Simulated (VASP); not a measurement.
# MgBe2SO2 (P-4m2) in VASP: further runs, part 2 of 2

VASP 6.6.1. The steps go on from the part before.

**4. Relaxation of cell and atoms, PBE**

This run uses another cell than the first one, of 16.50 Å³/atom.

Contents of INCAR:

```
  ALGO = Normal
  EDIFF = 1E-6
  EDIFFG = -0.01
  ENCUT = 600
  GGA = PE
  IBRION = 2
  ISIF = 3
  ISMEAR = 0
  LASPH = T
  LCHARG = F
  LREAL = F
  LWAVE = F
  NELM = 80
  NSW = 100
  PREC = Accurate
  SIGMA = 0.01
```

Contents of KPOINTS:

```
k-points
0
Gamma
  10 10 4
```

Contents of POSCAR:

```
MgBe2SO2
1.0
    3.3511526126      0.0000000000      0.0000000000
    0.0000000000      3.3511526126      0.0000000000
    0.0000000000      0.0000000000      8.8131154393
Mg Be S O
1 2 1 2
Direct
    0.0000000000      0.0000000000      0.0000000000
    0.5000000000      0.5000000000      0.0000000000
    0.0000000000      0.0000000000      0.5000000000
    0.5000000000      0.5000000000      0.5000000000
    0.5000000000      0.0000000000      0.9205798200
    0.0000000000      0.5000000000      0.0794201800
```

Potentials or basis: VASP PAW PBE potentials, release 64 (Mg, Be, S, O).

The run is started by

```bash
$ cat potpaw_PBE.64/Mg/POTCAR potpaw_PBE.64/Be/POTCAR potpaw_PBE.64/S/POTCAR potpaw_PBE.64/O/POTCAR > POTCAR
$ mpirun -np 1 vasp_std > vasp.out
```

OUTCAR:

```text
EDIFF = 1E-6
   EDIFFG = -0.01
   ENCUT = 600
   GGA = PE
   IBRION = 2
   ISIF = 3
   ISMEAR = 0
   LASPH = T
   LREAL = F
   NELM = 80
   NSW = 100
   PREC = Accurate

 ion  position               nearest neighbor table
   1  0.000  0.000  0.000-   5 1.82   6 1.82   6 1.82   5 1.82   2 2.37   2 2.37   2 2.37   2 2.37

   2  0.500  0.500  0.000-   5 1.82   6 1.82   5 1.82   6 1.82   1 2.37   1 2.37   1 2.37   1 2.37

   3  0.000  0.000  0.500-   4 2.37   4 2.37   4 2.37   4 2.37
   4  0.500  0.500  0.500-   3 2.37   3 2.37   3 2.37   3 2.37
   5  0.500  0.000  0.921-   1 1.82   2 1.82   2 1.82   1 1.82
   6  0.000  0.500  0.079-   1 1.82   2 1.82   1 1.82   2 1.82

  LATTYP: Found a simple tetragonal cell.
 ALAT       =     3.3511526126
 C/A-ratio  =     2.6298758839

  Lattice vectors:

 A1 = (   3.3511526126,   0.0000000000,   0.0000000000)
 A2 = (   0.0000000000,   3.3511526126,   0.0000000000)
 A3 = (   0.0000000000,   0.0000000000,   8.8131154393)

Analysis of symmetry for initial positions (statically):
=====================================================================
 Subroutine PRICEL returns:
 Original cell was already a primitive cell.

 Routine SETGRP: Setting up the symmetry group for a
 simple tetragonal supercell.

 Subroutine GETGRP returns: Found  8 space group operations
 (whereof  8 operations were pure point group operations)
 out of a pool of 16 trial point group operations.

The static configuration has the point symmetry D_2d.

Analysis of symmetry for dynamics (positions and initial velocities):
=====================================================================
 Subroutine PRICEL returns:
 Original cell was already a primitive cell.

 Routine SETGRP: Setting up the symmetry group for a
 simple tetragonal supercell.

 Subroutine GETGRP returns: Found  8 space group operations
 (whereof  8 operations were pure point group operations)
 out of a pool of 16 trial point group operations.

The dynamic configuration has the point symmetry D_2d.

 Subroutine INISYM returns: Found  8 space group operations
 (whereof  8 operations are pure point group operations),
 and found     1 'primitive' translations

----------------------------------------------------------------------------------------

                                     Primitive cell

  volume of cell :      98.9733

  direct lattice vectors                    reciprocal lattice vectors
     3.351152613  0.000000000  0.000000000     0.298404793  0.000000000  0.000000000
     0.000000000  3.351152613  0.000000000     0.000000000  0.298404793  0.000000000
     0.000000000  0.000000000  8.813115439     0.000000000  0.000000000  0.113467253

  length of vectors
     3.351152613  3.351152613  8.813115439     0.298404793  0.298404793  0.113467253

  position of ions in fractional coordinates (direct lattice)
     0.000000000  0.000000000  0.000000000
     0.500000000  0.500000000  0.000000000
     0.000000000  0.000000000  0.500000000
     0.500000000  0.500000000  0.500000000
     0.500000000  0.000000000  0.920579820
     0.000000000  0.500000000  0.079420180

  ion indices of the primitive-cell ions
   primitive index   ion index
                 1           1
                 2           2
                 3           3
                 4           4
[... 72 lines left out ...]
   ENCUT  =  600.0 eV  44.10 Ry    6.64 a.u.   6.69  6.69 17.60*2*pi/ulx,y,z
   NELM   =     80;   NELMIN=  2; NELMDL= -5     # of ELM steps
   EDIFF  = 0.1E-05   stopping-criterion for ELM
   LREAL  =      F    real-space projection
   EDIFFG = -.1E-01   stopping-criterion for IOM
   NSW    =    100    number of steps for IOM
   IBRION =      2    ionic relax: 0-MD 1-quasi-New 2-CG
   NFREE  =      1    steps in history (QN), initial steepest desc. (CG)
   ISIF   =      3    stress and relaxation
   ISYM   =      2    0-nonsym 1-usesym 2-fastsym
   POTIM  = 0.5000    time-step for ionic-motion
   TEBEG  =    0.0;   TEEND  =   0.0 temperature during run
   PSTRESS=    0.0 pullay stress
   NELECT =      24.0000    total number of electrons
   NUPDOWN=      -1.0000    fix difference up-down
   EMIN   =  10.00;   EMAX   =-10.00  energy-range for DOS
   EFERMI =   0.00;   METHOD = LEGACY
   ISMEAR =     0;   SIGMA  =   0.01  broadening in eV -4-tet -1-fermi 0-gaus
   EFERMI_NEDOS =   21; number of points for ismear=-14 and -15
   IALGO  =     38    algorithm
   IMIX   =      4    mixing-type and parameters
     AMIX     =   0.40;   BMIX     =  1.00
     AMIX_MAG =   1.60;   BMIX_MAG =  1.00
  volume/ion in A,a.u.               =      16.50       111.32
  Fermi-wavevector in a.u.,A,eV,Ry     =   1.020875  1.929174 14.179802  1.042186
  Thomas-Fermi vector in A             =   2.154469
   LORBIT       =      0    0 simple, 1 ext, 2 COOP (PROOUT), +10 PAW based schemes
   GGA     = PE    functional components
   LHFCALC =     F    Hartree Fock is set to
   AEXX    =    0.0000 exact exchange contribution
   IVDW    =     0    specifies the selected vdW correction
   LEPSILON=     F    determine dielectric tensor
   LRPA    =     F    only Hartree local field effects (RPA)
 conjugate gradient relaxation of ions
 non-spin polarized calculation
 Gauss-broadening in eV      SIGMA  =   0.01
  energy-cutoff  :      600.00
  volume of cell :       98.97
 maximum number of plane-waves:      3328
 NGX is ok and might be reduce to    28
   NGX = 13   NGY = 13   NGZ = 35

--------------------------------------- Ionic step        1  -------------------------------------------

 number of electron      24.0000001 magnetization

 Free energy of the ion-electron system (eV)
  ---------------------------------------------------
  ext. energy  EPLUGINS =         0.00000000
  ---------------------------------------------------
  free energy    TOTEN  =       -31.04215492 eV

  energy without entropy =      -31.04215492  energy(sigma->0) =      -31.04215492

------------------------ aborting loop because EDIFF is reached ----------------------------------------

  FORCE on cell =-STRESS in cart. coord.  units (eV):
  Direction    XX          YY          ZZ          XY          YZ          ZX
  --------------------------------------------------------------------------------------
  -------------------------------------------------------------------------------------
  Total        0.0318684      0.0318684      0.1777267      0.0000000      0.0000000      0.0000000
  in kB        0.5158854      0.5158854      2.8770367      0.0000000      0.0000000      0.0000000
  external PRESSURE =       1.3029358 kB  Pullay stress =       0.0000000 kB
[... 101 lines left out ...]
  FREE ENERGIE OF THE ION-ELECTRON SYSTEM (eV)
  ---------------------------------------------------
  free  energy   TOTEN  =       -31.0424200249 eV

  energy  without entropy=      -31.0424200249  energy(sigma->0) =      -31.04242002

[... ionic steps 4 to 21 ...]

--------------------------------------- Ionic step       22  -------------------------------------------

 number of electron      24.0000006 magnetization

------------------------ aborting loop because EDIFF is reached ----------------------------------------
[... 75 lines left out ...]
--------------------------------------- Ionic step       24  -------------------------------------------

 number of electron      24.0000006 magnetization

 Free energy of the ion-electron system (eV)
  ---------------------------------------------------
  ext. energy  EPLUGINS =         0.00000000
  ---------------------------------------------------
  free energy    TOTEN  =       -31.04603940 eV

  energy without entropy =      -31.04603940  energy(sigma->0) =      -31.04603940

 E-fermi :   0.9285     XC(G=0):  -7.6223

 val. band max:        0.8795978045   @ k =   0.5000   0.0000   0.0000
 cond. band min:       1.1578167114   @ k =   0.5000   0.5000   0.0000
 fundamental gap:      0.2782189068
 Fermi energy:         0.9285009932

 k-point     1 :       0.0000    0.0000    0.0000
  band No.  band energies     occupation
      1     -18.2184      2.00000
      2     -16.7715      2.00000
      3     -11.7566      2.00000
      4      -4.2576      2.00000
      5      -4.2576      2.00000
      6      -2.7985      2.00000
[... 433 lines left out ...]
      3     -11.4983      2.00000
      4      -4.7197      2.00000
      5      -4.0844      2.00000
      6      -3.0936      2.00000
[... 8 lines left out ...]
     15       5.5540      0.00000
     16       6.0413      0.00000

 [... further k-points ...]

------------------------ aborting loop because EDIFF is reached ----------------------------------------

  FORCE on cell =-STRESS in cart. coord.  units (eV):
  Direction    XX          YY          ZZ          XY          YZ          ZX
  --------------------------------------------------------------------------------------
  -------------------------------------------------------------------------------------
  Total        0.0186444      0.0186444     -0.0173007      0.0000000     -0.0000000      0.0000000
  in kB        0.2832096      0.2832096     -0.2627990      0.0000000     -0.0000000      0.0000000
  external PRESSURE =       0.1012067 kB  Pullay stress =       0.0000000 kB
[... 21 lines left out ...]
  FREE ENERGIE OF THE ION-ELECTRON SYSTEM (eV)
  ---------------------------------------------------
  free  energy   TOTEN  =       -31.0460393965 eV

  energy  without entropy=      -31.0460393965  energy(sigma->0) =      -31.04603940

 reached required accuracy - stopping structural energy minimisation
```

OSZICAR:

```text
N       E                     dE             d eps       ncg     rms          rms(c)
DAV:   1     0.149324873336E+03    0.14932E+03   -0.12127E+04  2016   0.142E+03
DAV:   2    -0.208402743822E+02   -0.17017E+03   -0.16660E+03  2656   0.274E+02
DAV:   3    -0.351594729626E+02   -0.14319E+02   -0.14266E+02  2560   0.951E+01
DAV:   4    -0.353405877255E+02   -0.18111E+00   -0.18101E+00  2728   0.122E+01
[... 194 lines left out ...]
DAV:   1    -0.310464843227E+02   -0.52783E-03   -0.73606E-02  2016   0.216E+00    0.123E-01
DAV:   2    -0.310462182934E+02    0.26603E-03   -0.15793E-03  2032   0.318E-01    0.625E-02
DAV:   3    -0.310460601927E+02    0.15810E-03   -0.21175E-04  2616   0.111E-01    0.232E-02
DAV:   4    -0.310460394086E+02    0.20784E-04   -0.60659E-05  2832   0.573E-02    0.816E-03
DAV:   5    -0.310460393965E+02    0.12082E-07   -0.35973E-06  2456   0.156E-02
  24 F= -.31046039E+02 E0= -.31046039E+02  d E =-.415510E-04
```

Run time: 27 min. Hardware: 1 thread of Intel Xeon Platinum 8488C (Sapphire Rapids), shared host; peak memory 0.34 GiB.

What came out:

* Free energy: -31.0460 eV
* Relaxed volume: 17.58 Å³/atom
* Relaxed cell: a = 3.348 Å, b = 3.348 Å, c = 9.410 Å, α = 90.00°, β = 90.00°, γ = 90.00°
* Space group after relaxing (to 0.1 Å): P-4m2 (No. 115)
* Energy gained by relaxing: 0.6 meV/atom
* Ionic steps: 24
* Pressure after relaxing: 0.0 GPa
* Largest force after relaxing: 0.008 eV/Å
* Band gap on the k mesh: 0.28 eV (least direct gap 0.60 eV)

Forces in eV/Å, atoms in the order of the input:
```
Mg   0.000  0.000  0.000
Be   0.000  0.000  0.000
Be   0.000  0.000  0.000
S    0.000  0.000  0.000
O    0.000  0.000  0.008
O    0.000  0.000 -0.008
```

Step by step:
```
step  energy change (eV)  largest force (eV/Å)  pressure (GPa)  volume (Å³)
   1              0.0000                0.0301            0.13        98.97
   2             -0.0002                0.0012           -0.02        99.17
   3             -0.0003                0.0327           -0.15        99.35
   4             -0.0003                0.0214           -0.11        99.29
   5             -0.0004                0.0247           -0.08        99.32
   6             -0.0008                0.0329            0.04        99.42
   7             -0.0005                0.0500            0.24        99.61
   8             -0.0008                0.0380            0.08        99.48
   9             -0.0010                0.0351            0.10        99.60
  10             -0.0012                0.0299            0.11        99.79
  11             -0.0016                0.0196            0.13       100.18
  12             -0.0023                0.0045            0.18       100.96
  13             -0.0030                0.0514            0.28       102.52
  14             -0.0031                0.0443            0.24       102.69
  15             -0.0035                0.0224            0.08       103.23
  16             -0.0034                0.0201           -0.24       104.30
  17             -0.0035                0.0027           -0.09       103.75
  18             -0.0035                0.0056           -0.06       103.67
  19             -0.0036                0.0040           -0.07       103.75
  20             -0.0036                0.0008           -0.06       103.99
  21             -0.0038                0.0091           -0.07       104.47
  22             -0.0038                0.0244           -0.09       105.43
  23             -0.0038                0.0111            0.14       105.53
  24             -0.0039                0.0084            0.01       105.48
```

Final structure:
```
CELL_PARAMETERS angstrom
3.34793 0.00000 0.00000
0.00000 3.34793 0.00000
0.00000 0.00000 9.41019
ATOMIC_POSITIONS crystal
Mg 0.00000 0.00000 0.00000
Be 0.50000 0.50000 0.00000
Be 0.00000 0.00000 0.50000
S 0.50000 0.50000 0.50000
O 0.50000 0.00000 0.92487
O 0.00000 0.50000 0.07513
```

A k mesh can miss the band edges.
